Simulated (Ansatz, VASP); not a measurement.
## SiNi3: VASP beside Ansatz

The input INCAR:

```
SYSTEM = SiNi3
PREC = Accurate
ENCUT = 600
EDIFF = 1E-7
ISMEAR = -1
SIGMA = 0.05
LREAL = .False.
LASPH = .True.
NELM = 150
ALGO = Normal
ISIF = 3
LWAVE = .False.
LCHARG = .False.
ISPIN = 2
MAGMOM = 1 1 1 0
LORBIT = 11
LMAXMIX = 4
GGA = PS
IBRION = 2
NSW = 80
EDIFFG = -0.01
```

KPOINTS

```
Automatic mesh
0
Gamma
  8 8 8
  0 0 0
```

POSCAR

```
SiNi3
1.0
    3.5420000000      0.0000000000      0.0000000000
    0.0000000000      3.5420000000      0.0000000000
    0.0000000000      0.0000000000      3.5420000000
Ni Si
3 1
Direct
    0.5000000000      0.5000000000      0.0000000000
    0.5000000000      0.0000000000      0.5000000000
    0.0000000000      0.5000000000      0.5000000000
    0.0000000000      0.0000000000      0.0000000000
```

The input input.yaml:

```yaml
crystal:
  lattice:
    - [3.542, 0.0, 0.0]
    - [0.0, 3.542, 0.0]
    - [0.0, 0.0, 3.542]
  atoms:
    - { symbol: Ni, position: [0.5, 0.5, 0.0], spin: 1.0 }
    - { symbol: Ni, position: [0.5, 0.0, 0.5], spin: 1.0 }
    - { symbol: Ni, position: [0.0, 0.5, 0.5], spin: 1.0 }
    - { symbol: Si, position: [0.0, 0.0, 0.0] }
kpoints:
  mp_grid: { grid: [8, 8, 8] }
scf:
  occupations: { method: fermi_dirac, width: 0.05 }
hamiltonian:
  xc: pbesol
  pseudopotentials: { kind: all_electron, lapw: { basis_error: 0.002 } }
magnetization:
  spin_polarized: true
output:
  forces: true
  stress: true
relax:
  f_tol: 0.01
  max_steps: 60
  cell: {}
```

Alike in both runs: task relaxation of cell and atoms; functional PBEsol; k mesh 8 × 8 × 8; occupations fermi-dirac, width 0.05 eV; collinear spin.

|  | VASP | Ansatz |
| --- | --- | --- |
| version | VASP 6.6.1 | Ansatz 0.2.0 |
| potentials or method | VASP PAW PBE potentials, release 64 (Ni, Si), cutoff 600 eV | all-electron LAPW, scalar-relativistic |

|  | VASP | Ansatz | Ansatz less VASP |
| --- | --- | --- | --- |
| net moment per atom (μB) | 0.00 | 0.00 | 0.000 |
| relaxed volume (Å³/atom) | 10.36 | 10.36 | +0.001 |
| relaxed cell length with the largest relative difference (Å) | 3.461 | 3.461 | +0.0002 |

VASP's potentials were made for PBE, not for PBEsol. Ansatz ran all-electron here, and VASP with PAW potentials.
